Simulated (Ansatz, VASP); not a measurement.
MgO2 in VASP and in Ansatz

```xyz
3
Lattice="1.6048 0.9265 3.4940 -1.6048 0.9265 3.4940 0.0000 -1.8530 3.4940" Properties=species:S:1:pos:R:3 pbc="T T T"
Mg    0.0000    0.0000    0.0000
O     0.0000    0.0000    4.4945
O     0.0000    0.0000    5.9874
```

Alike in both runs: task single point; functional PBEsol; k mesh 9 × 9 × 9; occupations gaussian, width 0.1 eV; no spin polarisation.

|  | VASP | Ansatz |
| --- | --- | --- |
| version | VASP 6.6.1 | Ansatz 0.2.0 |
| potentials or method | VASP PAW PBE potentials, release 64 (Mg_sv, O) | plane waves, PAW |
| plane-wave cutoff (eV) | 840 | 420 |
| valence electrons in the cell | 22 | 22 |

Ansatz gave:

```
pressure (GPa)                                                : -4.8
traceless stress, the component that is largest in VASP (GPa) : -2.17
rms of the force components (eV/Å)                            : 0.143
```

**Question.** Which values does VASP return?

**Answer.** Pressure (GPa): -4.5; traceless stress, the component that is largest in VASP (GPa): -1.47; rms of the force components (eV/Å): 0.088.

VASP's potentials were made for PBE, not for PBEsol. Atom by atom the forces differ by 0.056 eV/Å (rms over components).
